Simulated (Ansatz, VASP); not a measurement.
HfB2: VASP beside Ansatz

INCAR

```
SYSTEM = HfB2
PREC = Accurate
ENCUT = 520
EDIFF = 1E-8
ISMEAR = -1
SIGMA = 0.05
LREAL = .FALSE.
LASPH = .TRUE.
NELM = 100
ALGO = Normal
ISIF = 2
LWAVE = .FALSE.
LCHARG = .FALSE.
GGA = PS
LEFG = .TRUE.
NBANDS = 15
```

File KPOINTS:

```
Automatic mesh
0
G
  13 13 11
  0 0 0
```

The input POSCAR:

```
HfB2
1.0
    3.2342001035      0.0000000000      0.0000000000
   -1.6171000518      2.8008994505      0.0000000000
    0.0000000000      0.0000000000      3.4800000000
Hf B
1 2
Direct
    0.0000000000      0.0000000000      0.0000000000
    0.3333333333      0.6666666667      0.5000000000
    0.6666666667      0.3333333333      0.5000000000
```

Input for Ansatz:

```yaml
crystal:
  lattice:
    - [3.2342001035, 0.0, 0.0]
    - [-1.6171000518, 2.8008994505, 0.0]
    - [0.0, 0.0, 3.48]
  atoms:
    - { symbol: Hf, position: [0.0, 0.0, 0.0] }
    - { symbol: B, position: [0.3333333333, 0.6666666667, 0.5] }
    - { symbol: B, position: [0.6666666667, 0.3333333333, 0.5] }
kpoints:
  mp_grid: { grid: [13, 13, 11] }
scf:
  occupations: { method: fermi_dirac, width: 0.05 }
hamiltonian:
  xc: pbesol
  pseudopotentials: { kind: all_electron, datasets: crystal }
output:
  forces: true
  stress: true
  eigenvalues: true
  efg: { contact_densities: true }
```

Change from the starting cell: equal xx and yy strain of +3 %, crystal datasets.

Alike in both runs: task electric field gradients; functional PBEsol; k mesh 13 × 13 × 11; occupations fermi-dirac, width 0.05 eV; no spin polarisation.

|  | VASP | Ansatz |
| --- | --- | --- |
| version | VASP 6.6.1 | Ansatz 0.2.0 |
| potentials or method | VASP PAW PBE potentials, release 64 (Hf_pv, B), cutoff 520 eV | all-electron PAW with datasets made for the crystal, scalar-relativistic |

|  | VASP | Ansatz | Ansatz less VASP |
| --- | --- | --- | --- |
| pressure (GPa) | -18.0 | -17.7 | +0.28 |
| traceless stress, the component that is largest in VASP (GPa) | 6.50 | 6.45 | -0.051 |
| size of Vzz on the site where it differs most (V/Å²) | 66.4 | 93.9 | +27.49 |

VASP's potentials were made for PBE, not for PBEsol. Ansatz ran all-electron here, and VASP with PAW potentials.

Neither program's run includes spin-orbit coupling.
